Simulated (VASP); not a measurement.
Write the native input for VASP 6.6.1 that does the following.

- Task: single point
- Functional: PBE
- Potentials or basis: VASP PAW PBE potentials, release 64 (Ba_sv, Zr_sv, O)
- Cutoff: 520 eV
- k mesh: 6 × 6 × 6
- Occupations: fermi-dirac, width 0.02 eV
- Spin: no spin polarisation
- Dipole correction: no
- Further INCAR settings: ALGO = Normal; EDIFF = 1e-07; NBANDS = 28

The structure of BaZrO3 lies in POSCAR:

```
BaZrO3
1.0
    4.1212480778      0.0000000000      0.0000000000
    0.0000000000      4.1212480778      0.0000000000
    0.0000000000      0.0000000000      4.1212480778
Ba Zr O
1 1 3
Direct
    0.0000000000      0.0000000000      0.0000000000
    0.5000000000      0.5000000000      0.5000000000
    0.5000000000      0.5000000000      0.0000000000
    0.5000000000      0.0000000000      0.5000000000
    0.0000000000      0.5000000000      0.5000000000
```

This cell differs from its parent crystal: strain -2.0%.

The input as run:

INCAR

```
SYSTEM = BaZrO3
PREC     = Accurate       ! precision mode
ENCUT    = 520            ! plane-wave cutoff, eV
EDIFF    = 1E-7           ! SCF threshold, eV
ISMEAR   = -1             ! smearing method
SIGMA    = 0.02           ! smearing width, eV
LREAL    = .FALSE.        ! projectors in reciprocal space
LASPH    = .TRUE.         ! aspherical terms in the spheres
NELM     = 60             ! most SCF steps
ALGO     = Normal         ! electronic algorithm
ISIF     = 2              ! what is computed and relaxed
LWAVE    = .FALSE.        ! write WAVECAR
LCHARG   = .FALSE.        ! write CHGCAR
GGA      = PE             ! functional
NBANDS   = 28             ! bands
```

KPOINTS

```
regular mesh
0
G
  6 6 6
  0 0 0
```

Potentials or basis: VASP PAW PBE potentials, release 64 (Ba_sv, Zr_sv, O).

Run with:

```sh
$ cat potpaw_PBE.64/Ba_sv/POTCAR potpaw_PBE.64/Zr_sv/POTCAR potpaw_PBE.64/O/POTCAR > POTCAR
$ mpirun -np 1 vasp_std > vasp.out
```

It gave:

```json
{
  "Pressure": "14.8 GPa",
  "Band gap on the k mesh": "3.30 eV (least direct gap 3.45 eV)"
}
```

Caveat: the cell differs from its parent crystal (strain -2.0%); the cell stands under pressure; spin-orbit coupling is left out, which moves the levels of the heavy elements.

Wall time 54 s on 1 thread of Intel Xeon 8259CL (shared host), peak memory 0.2 GiB.
